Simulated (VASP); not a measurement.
# Ga3Se (P4mm) in VASP: further runs

The runs below take Ga3Se through single point, with PBEsol+D3(BJ).

Program: VASP 6.6.1. These are calculated values, not measurements. Logs are shortened: lines on timing, memory, paths and dates and some standing lists are left out, and cuts for length are marked.

### Step 1. The cell of the first run

It takes space group P4mm (No. 99, tetragonal). Conventional cell: a = 4.225 Å, b = 4.225 Å, c = 4.225 Å, α = 90.00°, β = 90.00°, γ = 90.00°. Ga (site symmetry 2mm) has 4 Se at 2.85 to 3.13 Å and 8 Ga at 2.99 Å within 3.8 Å. Within 3.9 Å of Ga (site symmetry 4mm) lie 8 Ga at 2.99 Å and 4 Se at 2.99 Å. Se (site symmetry 4mm) has 12 Ga at 2.85 to 3.13 Å within 3.8 Å.

### Step 2. Single point, PBEsol+D3(BJ) (atom 4 (Se) moved -0.200 Å along Cartesian [0 1 0])

INCAR reads:

```
PREC     = Accurate       # precision mode
ENCUT    = 520            # plane-wave cutoff, eV
EDIFF    = 1E-6           # SCF threshold, eV
ISMEAR   = 0              # smearing method
SIGMA    = 0.15           # smearing width, eV
LREAL    = False          # projectors in reciprocal space
LASPH    = True           # aspherical terms in the spheres
NELM     = 60             # most SCF steps
ALGO     = Normal         # electronic algorithm
ISIF     = 2              # what is computed and relaxed
LWAVE    = False          # write WAVECAR
LCHARG   = True           # write CHGCAR
GGA      = PS             # functional
IVDW     = 12             # dispersion correction
LELF     = True           # ELF
LVHAR    = True         
NBANDS   = 30             # bands
```

KPOINTS reads:

```
regular mesh
0
Gamma
  12 12 12
```

POSCAR reads:

```
Ga3Se
1.0
    4.2249181734      0.0000000000      0.0000000000
    0.0000000000      4.2249181734      0.0000000000
    0.0000000000      0.0000000000      4.2249181734
Ga Se
3 1
Direct
    0.0000000000      0.5000000000      0.5000000000
    0.5000000000      0.0000000000      0.5000000000
    0.5000000000      0.5000000000      0.0000000000
    0.0000000000     -0.0473381949      0.0000000000
```

Potentials or basis: VASP PAW PBE potentials, release 64 (Ga_d, Se).

Run with:

```console
$ cat potpaw_PBE.64/Ga_d/POTCAR potpaw_PBE.64/Se/POTCAR > POTCAR
$ mpirun -np 1 vasp_std > vasp.out
```

OUTCAR:

```text
PREC = Accurate
   ENCUT = 520
   EDIFF = 1E-6
   ISMEAR = 0
   LREAL = False
   LASPH = True
   NELM = 60
   ISIF = 2
   GGA = PS
   IVDW = 12
 IVDW          = 12

 ion  position               nearest neighbor table
   1  0.000  0.500  0.500-   4 2.85   4 2.85
   2  0.500  0.000  0.500-
   3  0.500  0.500  0.000-   4 2.85   4 2.85
   4  0.000  0.953  0.000-   1 2.85   3 2.85   1 2.85   3 2.85

  LATTYP: Found a simple cubic cell.
 ALAT       =     4.2249181734

  Lattice vectors:

 A1 = (   4.2249181734,   0.0000000000,   0.0000000000)
 A2 = (   0.0000000000,   4.2249181734,   0.0000000000)
 A3 = (   0.0000000000,   0.0000000000,   4.2249181734)

Analysis of symmetry for initial positions (statically):
=====================================================================
 Subroutine PRICEL returns:
 Original cell was already a primitive cell.

 Routine SETGRP: Setting up the symmetry group for a
 simple cubic supercell.

 Subroutine GETGRP returns: Found  8 space group operations
 (whereof  8 operations were pure point group operations)
 out of a pool of 48 trial point group operations.

The static configuration has the point symmetry C_4v.

Analysis of symmetry for dynamics (positions and initial velocities):
=====================================================================
 Subroutine PRICEL returns:
 Original cell was already a primitive cell.

 Routine SETGRP: Setting up the symmetry group for a
 simple cubic supercell.

 Subroutine GETGRP returns: Found  8 space group operations
 (whereof  8 operations were pure point group operations)
 out of a pool of 48 trial point group operations.

The dynamic configuration has the point symmetry C_4v.

 Subroutine INISYM returns: Found  8 space group operations
 (whereof  8 operations are pure point group operations),
 and found     1 'primitive' translations

----------------------------------------------------------------------------------------

                                     Primitive cell

  volume of cell :      75.4145

  direct lattice vectors                    reciprocal lattice vectors
     4.224918173  0.000000000  0.000000000     0.236690975  0.000000000  0.000000000
     0.000000000  4.224918173  0.000000000     0.000000000  0.236690975  0.000000000
     0.000000000  0.000000000  4.224918173     0.000000000  0.000000000  0.236690975

  length of vectors
     4.224918173  4.224918173  4.224918173     0.236690975  0.236690975  0.236690975

  position of ions in fractional coordinates (direct lattice)
     0.000000000  0.500000000  0.500000000
     0.500000000  0.000000000  0.500000000
     0.500000000  0.500000000  0.000000000
     0.000000000  0.952661805  0.000000000

  ion indices of the primitive-cell ions
   primitive index   ion index
                 1           1
                 2           2
                 3           3
                 4           4

----------------------------------------------------------------------------------------

 KPOINTS: regular mesh

Automatic generation of k-mesh.
 Grid dimensions read from file:
 generate k-points for:   12   12   12

 Generating k-lattice:

  Cartesian coordinates                     Fractional coordinates (reciprocal lattice)
     0.019724248  0.000000000  0.000000000     0.083333333  0.000000000  0.000000000
     0.000000000  0.019724248  0.000000000     0.000000000  0.083333333  0.000000000
     0.000000000  0.000000000  0.019724248     0.000000000  0.000000000  0.083333333

  Length of vectors
     0.019724248  0.019724248  0.019724248

  Shift w.r.t. Gamma in fractional coordinates (k-lattice)
     0.000000000  0.000000000  0.000000000

 Subroutine IBZKPT returns following result:
 ===========================================

 Found    196 irreducible k-points:

 Following reciprocal coordinates:
            Coordinates               Weight
  0.000000  0.000000  0.000000      1.000000
  0.083333  0.000000  0.000000      4.000000
  0.000000  0.083333  0.000000      2.000000
  0.166667  0.000000  0.000000      4.000000
  0.000000  0.166667  0.000000      2.000000
  0.250000  0.000000  0.000000      4.000000
[... 16 lines left out ...]
  0.000000  0.333333  0.083333      8.000000
  0.083333  0.000000  0.333333      8.000000
 [... further k-points ...]
   k-points           NKPTS =    196   k-points in BZ     NKDIM =    196   number of bands    NBANDS=     30
   number of dos      NEDOS =    301   number of ions     NIONS =      4
   total plane-waves  NPLWV =  32768
   dimension x,y,z NGX =    32 NGY =   32 NGZ =   32
   dimension x,y,z NGXF=    64 NGYF=   64 NGZF=   64
   ions per type =               3   1
   NGX,Y,Z   is equivalent  to a cutoff of  12.59, 12.59, 12.59 a.u.
   NGXF,Y,Z  is equivalent  to a cutoff of  25.18, 25.18, 25.18 a.u.
 SYSTEM =  unknown system
   PREC   = accura    normal or accurate (medium, high low for compatibility)
   ISTART =      0    job   : 0-new  1-cont  2-samecut
   ICHARG =      2    charge: 1-file 2-atom 10-const
   ISPIN  =      1    spin polarized calculation?
   LNONCOLLINEAR =      F non collinear calculations
   LSORBIT =      F    spin-orbit coupling
   LASPH  =      T    aspherical Exc in radial PAW
   ENCUT  =  520.0 eV  38.22 Ry    6.18 a.u.   7.86  7.86  7.86*2*pi/ulx,y,z
   NELM   =     60;   NELMIN=  2; NELMDL= -5     # of ELM steps
   EDIFF  = 0.1E-05   stopping-criterion for ELM
   LREAL  =      F    real-space projection
   EDIFFG = 0.1E-04   stopping-criterion for IOM
   NSW    =      0    number of steps for IOM
   IBRION =     -1    ionic relax: 0-MD 1-quasi-New 2-CG
   NFREE  =      0    steps in history (QN), initial steepest desc. (CG)
   ISIF   =      2    stress and relaxation
   ISYM   =      2    0-nonsym 1-usesym 2-fastsym
   POTIM  = 0.5000    time-step for ionic-motion
   TEBEG  =    0.0;   TEEND  =   0.0 temperature during run
   PSTRESS=    0.0 pullay stress
   NELECT =      45.0000    total number of electrons
   NUPDOWN=      -1.0000    fix difference up-down
   EMIN   =  10.00;   EMAX   =-10.00  energy-range for DOS
   EFERMI =   0.00;   METHOD = LEGACY
   ISMEAR =     0;   SIGMA  =   0.15  broadening in eV -4-tet -1-fermi 0-gaus
   EFERMI_NEDOS =   21; number of points for ismear=-14 and -15
   IALGO  =     38    algorithm
   IMIX   =      4    mixing-type and parameters
     AMIX     =   0.40;   BMIX     =  1.00
     AMIX_MAG =   1.60;   BMIX_MAG =  1.00
  volume/ion in A,a.u.               =      18.85       127.23
  Fermi-wavevector in a.u.,A,eV,Ry     =   1.378248  2.604511 25.845185  1.899568
  Thomas-Fermi vector in A             =   2.503327
   LORBIT       =      0    0 simple, 1 ext, 2 COOP (PROOUT), +10 PAW based schemes
   GGA     = PS    functional components
   LHFCALC =     F    Hartree Fock is set to
   AEXX    =    0.0000 exact exchange contribution
   IVDW    =    12    specifies the selected vdW correction
   LEPSILON=     F    determine dielectric tensor
   LRPA    =     F    only Hartree local field effects (RPA)
 non-spin polarized calculation
 Gauss-broadening in eV      SIGMA  =   0.15
  energy-cutoff  :      520.00
  volume of cell :       75.41
 maximum number of plane-waves:      2054
 NGX is ok and might be reduce to    32
   NGX = 15   NGY = 15   NGZ = 15

 number of electron      44.9999972 magnetization

 Free energy of the ion-electron system (eV)
  ---------------------------------------------------
  ext. energy  EPLUGINS =         0.00000000
  ---------------------------------------------------
  free energy    TOTEN  =       -13.98442694 eV

  energy without entropy =      -13.96683890  energy(sigma->0) =      -13.97563292

 E-fermi :   5.8703     XC(G=0): -11.0980

 val. band max:        5.8696813717   @ k =   0.3333   0.1667   0.4167
 cond. band min:       5.8844228690   @ k =   0.0000   0.5000   0.4167
 fundamental gap:      0.0147414973
 Fermi energy:         5.8702752645

 k-point     1 :       0.0000    0.0000    0.0000
  band No.  band energies     occupation
      1      -9.3311      2.00000
      2      -9.2039      2.00000
      3      -9.1973      2.00000
      4      -9.1973      2.00000
      5      -9.1349      2.00000
      6      -9.1235      2.00000
[... 22 lines left out ...]
     29      12.2206      0.00000
     30      13.1398      0.00000

 k-point     2 :       0.0833    0.0000    0.0000
  band No.  band energies     occupation
      1      -9.3204      2.00000
      2      -9.1991      2.00000
      3      -9.1959      2.00000
      4      -9.1924      2.00000
      5      -9.1319      2.00000
      6      -9.1217      2.00000
[... 22 lines left out ...]
     29      12.4881      0.00000
     30      13.1809      0.00000

 k-point     3 :       0.0000    0.0833    0.0000
  band No.  band energies     occupation
      1      -9.3202      2.00000
      2      -9.2027      2.00000
      3      -9.1925      2.00000
      4      -9.1925      2.00000
      5      -9.1341      2.00000
      6      -9.1195      2.00000
[... 22 lines left out ...]
     29      12.4895      0.00000
     30      13.1864      0.00000

 k-point     4 :       0.1667    0.0000    0.0000
  band No.  band energies     occupation
      1      -9.2909      2.00000
      2      -9.1919      2.00000
      3      -9.1846      2.00000
      4      -9.1782      2.00000
      5      -9.1258      2.00000
      6      -9.1142      2.00000
[... 616 lines left out ...]
     29      12.5730      0.00000
     30      13.0730      0.00000

 k-point    23 :       0.0000    0.3333    0.0833
  band No.  band energies     occupation
      1      -9.2012      2.00000
      2      -9.1848      2.00000
      3      -9.1279      2.00000
      4      -9.1271      2.00000
      5      -9.1168      2.00000
      6      -9.0677      2.00000
[... 22 lines left out ...]
     29      12.5931      0.00000
     30      13.0951      0.00000

 k-point    24 :       0.0833    0.0000    0.3333
  band No.  band energies     occupation
      1      -9.2003      2.00000
      2      -9.1752      2.00000
      3      -9.1337      2.00000
      4      -9.1255      2.00000
      5      -9.1113      2.00000
      6      -9.0768      2.00000
[... 22 lines left out ...]
     29      12.5748      0.00000
     30      13.0628      0.00000

 [... further k-points ...]

------------------------ aborting loop because EDIFF is reached ----------------------------------------

 Edisp (eV)   -1.29475

 E8    (eV) :    -0.8762

  FORCE on cell =-STRESS in cart. coord.  units (eV):
  Direction    XX          YY          ZZ          XY          YZ          ZX
  --------------------------------------------------------------------------------------
  -------------------------------------------------------------------------------------
  Total       0.38674     0.10541     0.38674     0.00000     0.00000    -0.00000
  in kB       8.21630     2.23947     8.21630     0.00000     0.00000    -0.00000
  external pressure =        6.22 kB  Pullay stress =        0.00 kB

 VOLUME and BASIS-vectors are now :
 -----------------------------------------------------------------------------
  energy-cutoff  :      520.00
  volume of cell :       75.41
      direct lattice vectors                 reciprocal lattice vectors
     4.224918173  0.000000000  0.000000000     0.236690975  0.000000000  0.000000000
     0.000000000  4.224918173  0.000000000     0.000000000  0.236690975  0.000000000
     0.000000000  0.000000000  4.224918173     0.000000000  0.000000000  0.236690975

 POSITION                                       TOTAL-FORCE (eV/Angst)
 -----------------------------------------------------------------------------------
      0.00000      2.11246      2.11246         0.000000     -0.246628      0.000000
      2.11246      0.00000      2.11246        -0.000000      0.259667      0.000000
      2.11246      2.11246      0.00000         0.000000     -0.246628      0.000000
      0.00000      4.02492      0.00000         0.000000      0.233590     -0.000000
 -----------------------------------------------------------------------------------
    total drift:                                0.000000     -0.000139      0.000000

  FREE ENERGIE OF THE ION-ELECTRON SYSTEM (eV)
  ---------------------------------------------------
  free  energy   TOTEN  =       -15.2791761156 eV

  energy  without entropy=      -15.2615880759  energy(sigma->0) =      -15.27038210
```

It took 6.7 min on 1 thread of AMD EPYC 7R13, shared host; peak memory 0.46 GiB.

What came out:

| Property | Result |
| --- | --- |
| Free energy | -15.2792 eV |
| Pressure | 0.6 GPa |
| Largest force | 0.260 eV/Å |
| Band gap on the k mesh | zero (an odd number of electrons rules out a gap without spin polarisation) |
| Dispersion energy per atom | -0.324 eV |

Forces on the atoms (eV/Å):
```
Ga   0.000 -0.247  0.000
Ga   0.000  0.260  0.000
Ga   0.000 -0.247  0.000
Se   0.000  0.234  0.000
```

Stress tensor (GPa, compression positive):
```
0.82 0.00 0.00
0.00 0.22 0.00
0.00 0.00 0.82
```

Levels at points of the mesh, in eV from the Fermi level:
| k point | band 19 | band 20 | band 21 | band 22 | band 23 | band 24 | band 25 | band 26 | band 27 | band 28 |
| --- | --- | --- | --- | --- | --- | --- | --- | --- | --- | --- |
| (0.00, 0.00, 0.00) | -4.49 | -4.48 | -2.72 | -2.63 | 1.77 | 1.78 | 1.78 | 4.64 | 4.64 | 4.69 |
| (0.50, 0.00, 0.00) | -3.39 | -3.31 | -1.75 | -1.40 | -0.58 | -0.29 | 0.78 | 4.65 | 4.67 | 4.70 |
| (0.00, 0.50, 0.00) | -3.42 | -3.42 | -1.74 | -1.24 | -0.51 | -0.51 | 0.84 | 4.57 | 4.57 | 4.70 |
| (0.50, 0.50, 0.00) | -6.91 | -2.66 | -1.09 | -0.48 | -0.40 | 1.47 | 1.59 | 1.72 | 1.93 | 5.96 |
| (0.50, 0.00, 0.50) | -6.99 | -2.73 | -0.75 | -0.46 | -0.46 | 1.55 | 1.55 | 1.70 | 1.90 | 5.94 |
| (0.50, 0.50, 0.50) | -5.78 | -5.27 | -5.03 | -5.03 | -4.14 | 4.62 | 4.62 | 4.69 | 9.43 | 9.56 |

Caveat: the cell differs from its parent crystal (atom 4 (Se) moved -0.200 Å along Cartesian [0 1 0]); the PAW data sets were made with another functional, which shifts forces and pressure a little.

### Step 3. Single point, PBEsol+D3(BJ) (atom 4 (Se) moved +0.133 Å along Cartesian [0 1 0])

INCAR reads:

```
SYSTEM = Ga3Se
PREC     = Accurate       ! precision mode
ENCUT    = 520            ! plane-wave cutoff, eV
EDIFF    = 1E-6           ! SCF threshold, eV
ISMEAR   = 0              ! smearing method
SIGMA    = 0.15           ! smearing width, eV
LREAL    = .FALSE.        ! projectors in reciprocal space
LASPH    = .TRUE.         ! aspherical terms in the spheres
NELM     = 100            ! most SCF steps
ALGO     = Normal         ! electronic algorithm
ISIF     = 2              ! what is computed and relaxed
LWAVE    = .FALSE.        ! write WAVECAR
LCHARG   = .FALSE.        ! write CHGCAR
GGA      = PS             ! functional
IVDW     = 12             ! dispersion correction
NBANDS   = 30             ! bands
```

KPOINTS reads:

```
regular mesh
0
G
  12 12 12
  0 0 0
```

Changes to POSCAR since step 2:

```diff
@@ -11,2 +11,2 @@
     0.5000000000      0.5000000000      0.0000000000
-    0.0000000000     -0.0473381949      0.0000000000
+    0.0000000000      0.0315509069      0.0000000000
```

Potentials or basis: VASP PAW PBE potentials, release 64 (Ga_d, Se).

Run with:

```console
$ cat potpaw_PBE.64/Ga_d/POTCAR potpaw_PBE.64/Se/POTCAR > POTCAR
$ mpirun -np 1 vasp_std > vasp.out
```

Wall time 6.6 min (1 thread of AMD EPYC 7R13, shared host); peak memory 0.46 GiB.

It converged, with:

```
Free energy                : -15.2919 eV
Pressure                   : 0.3 GPa
Largest force              : 0.173 eV/Å
Band gap on the k mesh     : zero (an odd number of electrons rules out a gap without spin polarisation)
Dispersion energy per atom : -0.324 eV
```

Forces in eV/Å, atoms in the order of the input:
```
Ga   0.000  0.161  0.000
Ga   0.000 -0.173  0.000
Ga   0.000  0.161  0.000
Se   0.000 -0.149  0.000
```

Stress tensor (GPa, compression positive):
```
0.43 0.00 0.00
0.00 0.17 0.00
0.00 0.00 0.43
```

Levels at points of the mesh, in eV from the Fermi level:
```csv
k point,band 20,band 21,band 22,band 23,band 24,band 25
"(0.00, 0.00, 0.00)",-4.45,-2.70,-2.65,1.77,1.78,1.78
"(0.50, 0.00, 0.00)",-3.31,-1.70,-1.31,-0.57,-0.42,0.81
"(0.00, 0.50, 0.00)",-3.35,-1.70,-1.21,-0.54,-0.54,0.84
"(0.50, 0.50, 0.00)",-2.59,-1.03,-0.46,-0.42,1.50,1.55
"(0.50, 0.00, 0.50)",-2.63,-0.87,-0.45,-0.45,1.53,1.53
"(0.50, 0.50, 0.50)",-5.26,-5.14,-5.14,-4.13,4.62,4.62
```

Caveat: the cell differs from its parent crystal (atom 4 (Se) moved +0.133 Å along Cartesian [0 1 0]); the PAW data sets were made with another functional, which shifts forces and pressure a little.
